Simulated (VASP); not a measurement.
# GaAs (I-4m2) in VASP: notebook, part 2 of 2

VASP 6.6.1. The steps go on from the part before.

### 3 Single point, PBE

File INCAR:

```
ALGO = Normal ; EDIFF = 1E-6
ENCUT = 500 ; GGA = PE
GGA_COMPAT = F ; ISIF = 2
ISMEAR = -1 ; LASPH = T
LCHARG = F ; LREAL = F
LWAVE = F ; NBANDS = 16
NELM = 120 ; PREC = Accurate
SIGMA = 0.05
```

File KPOINTS:

```
k-points
0
Gamma
  6 6 6
```

File POSCAR:

```
GaAs
1.0
    0.0000000000      2.7724739605      2.9388223982
    2.7724739605      0.0000000000      2.9388223982
    2.7724739605      2.7724739605      0.0000000000
Ga As
1 1
Direct
    0.0000000000      0.0000000000      0.0000000000
    0.2500000000      0.2500000000      0.2500000000
```

Potentials or basis: VASP PAW PBE potentials, release 64 (Ga_d, As).

Command:

```sh
$ cat potpaw_PBE.64/Ga_d/POTCAR potpaw_PBE.64/As/POTCAR > POTCAR
$ mpirun -np 1 vasp_std > vasp.out
```

OUTCAR:

```text
EDIFF = 1E-6
   ENCUT = 500
   GGA = PE
   ISIF = 2
   ISMEAR = -1
   LASPH = T
   LREAL = F
   NELM = 120
   PREC = Accurate

 ion  position               nearest neighbor table
   1  0.000  0.000  0.000-   2 2.45   2 2.45   2 2.45   2 2.45
   2  0.250  0.250  0.250-   1 2.45   1 2.45   1 2.45   1 2.45

  LATTYP: Found a body centered tetragonal cell.
 ALAT       =     3.9208702763
 C/A-ratio  =     1.4990663762

  Lattice vectors:

 A1 = (  -2.7724739605,   0.0000000000,   2.9388223982)
 A2 = (   2.7724739605,   0.0000000000,   2.9388223982)
 A3 = (   0.0000000000,   2.7724739605,  -2.9388223982)

Analysis of symmetry for initial positions (statically):
=====================================================================
 Subroutine PRICEL returns:
 Original cell was already a primitive cell.

 Routine SETGRP: Setting up the symmetry group for a
 body centered tetragonal supercell.

 Subroutine GETGRP returns: Found  8 space group operations
 (whereof  8 operations were pure point group operations)
 out of a pool of 16 trial point group operations.

The static configuration has the point symmetry D_2d.

Analysis of symmetry for dynamics (positions and initial velocities):
=====================================================================
 Subroutine PRICEL returns:
 Original cell was already a primitive cell.

 Routine SETGRP: Setting up the symmetry group for a
 body centered tetragonal supercell.

 Subroutine GETGRP returns: Found  8 space group operations
 (whereof  8 operations were pure point group operations)
 out of a pool of 16 trial point group operations.

The dynamic configuration has the point symmetry D_2d.

 Subroutine INISYM returns: Found  8 space group operations
 (whereof  8 operations are pure point group operations),
 and found     1 'primitive' translations

[... 109 lines left out ...]
   ISMEAR =    -1;   SIGMA  =   0.05  broadening in eV -4-tet -1-fermi 0-gaus
   EFERMI_NEDOS =   21; number of points for ismear=-14 and -15
   IALGO  =     38    algorithm
   IMIX   =      4    mixing-type and parameters
     AMIX     =   0.40;   BMIX     =  1.00
     AMIX_MAG =   1.60;   BMIX_MAG =  1.00
  volume/ion in A,a.u.               =      22.59       152.44
  Fermi-wavevector in a.u.,A,eV,Ry     =   1.204628  2.276417 19.743799  1.451128
  Thomas-Fermi vector in A             =   2.340347
   LORBIT       =      0    0 simple, 1 ext, 2 COOP (PROOUT), +10 PAW based schemes
   GGA     = PE    functional components
   LHFCALC =     F    Hartree Fock is set to
   AEXX    =    0.0000 exact exchange contribution
   IVDW    =     0    specifies the selected vdW correction
   LEPSILON=     F    determine dielectric tensor
   LRPA    =     F    only Hartree local field effects (RPA)
 non-spin polarized calculation
  energy-cutoff  :      500.00
  volume of cell :       45.18
 maximum number of plane-waves:      1162
 NGX is ok and might be reduce to    30
   NGX = 15   NGY = 15   NGZ = 15

 number of electron      18.0000000 magnetization

 Free energy of the ion-electron system (eV)
  ---------------------------------------------------
  ext. energy  EPLUGINS =         0.00000000
  ---------------------------------------------------
  free energy    TOTEN  =        -8.20643386 eV

  energy without entropy =       -8.20628174  energy(sigma->0) =       -8.20635780

 E-fermi :   4.2642     XC(G=0):  -9.5874

 val. band max:        4.0623734683   @ k =   0.0000   0.0000   0.0000
 cond. band min:       4.4303256302   @ k =   0.0000   0.0000   0.0000
 fundamental gap:      0.3679521619
 Fermi energy:         4.2642438177

 k-point     1 :       0.0000    0.0000    0.0000
  band No.  band energies     occupation
      1     -10.8904      2.00000
      2     -10.8751      2.00000
      3     -10.8751      2.00000
      4     -10.8067      2.00000
      5     -10.7985      2.00000
      6      -8.7779      2.00000
[... 433 lines left out ...]
      3     -10.8393      2.00000
      4     -10.8253      2.00000
      5     -10.7878      2.00000
      6      -6.4748      2.00000
[... 8 lines left out ...]
     15      16.0531      0.00000
     16      16.9826      0.00000

 [... further k-points ...]

------------------------ aborting loop because EDIFF is reached ----------------------------------------

  FORCE on cell =-STRESS in cart. coord.  units (eV):
  Direction    XX          YY          ZZ          XY          YZ          ZX
  --------------------------------------------------------------------------------------
  -------------------------------------------------------------------------------------
  Total        1.3182431      1.3182431      0.2246438      0.0000000      0.0000000      0.0000000
  in kB       46.7485120     46.7485120      7.9664837      0.0000000      0.0000000      0.0000000
  external PRESSURE =      33.8211692 kB  Pullay stress =       0.0000000 kB

 VOLUME and BASIS-vectors are now :
 -----------------------------------------------------------------------------
  energy-cutoff  :      500.00
  volume of cell :       45.18
      direct lattice vectors                 reciprocal lattice vectors
     0.000000000  2.772473961  2.938822398    -0.180344345  0.180344345  0.170136174
     2.772473961  0.000000000  2.938822398     0.180344345 -0.180344345  0.170136174
     2.772473961  2.772473961  0.000000000     0.180344345  0.180344345 -0.170136174

 POSITION                                       TOTAL-FORCE (eV/Angst)
 -----------------------------------------------------------------------------------
      0.00000      0.00000      0.00000        -0.000000     -0.000000     -0.000000
      1.38624      1.38624      1.46941         0.000000      0.000000      0.000000
 -----------------------------------------------------------------------------------
    total drift:                                0.000000      0.000000     -0.000001

  FREE ENERGIE OF THE ION-ELECTRON SYSTEM (eV)
  ---------------------------------------------------
  free  energy   TOTEN  =        -8.2064338565 eV

  energy  without entropy=       -8.2062817397  energy(sigma->0) =       -8.20635780
```

OSZICAR:

```text
N       E                     dE             d eps       ncg     rms          rms(c)
DAV:   1     0.807398074816E+02    0.80740E+02   -0.88140E+03   984   0.147E+03
DAV:   2    -0.224889681576E+01   -0.82989E+02   -0.79649E+02  1112   0.301E+02
DAV:   3    -0.828257218210E+01   -0.60337E+01   -0.60147E+01  1152   0.636E+01
DAV:   4    -0.837094387566E+01   -0.88372E-01   -0.88357E-01  1128   0.865E+00
DAV:   5    -0.837222218015E+01   -0.12783E-02   -0.12783E-02  1240   0.948E-01    0.291E+00
DAV:   6    -0.822548953895E+01    0.14673E+00   -0.21763E-01  1424   0.800E+00    0.176E+00
DAV:   7    -0.820503436935E+01    0.20455E-01   -0.65877E-02  1264   0.185E+00    0.566E-01
DAV:   8    -0.820590169660E+01   -0.86733E-03   -0.10620E-02  1120   0.116E+00    0.111E-01
DAV:   9    -0.820631415353E+01   -0.41246E-03   -0.97717E-04  1216   0.367E-01    0.507E-02
DAV:  10    -0.820638220267E+01   -0.68049E-04   -0.74050E-05  1320   0.894E-02    0.276E-02
DAV:  11    -0.820643361652E+01   -0.51414E-04   -0.71855E-05  1096   0.643E-02    0.310E-03
DAV:  12    -0.820643385647E+01   -0.23995E-06   -0.11481E-06   992   0.153E-02
   1 F= -.82064339E+01 E0= -.82063578E+01  d E =-.152117E-03
```

It took 36 s on 1 thread of Intel Xeon 8259CL, shared host; peak memory 0.17 GiB.

Results:

```yaml
Free_energy: -8.2064 eV
Pressure: 3.4 GPa
Band_gap_on_the_k_mesh: 0.37 eV
```

Caveat: the cell stands under pressure.
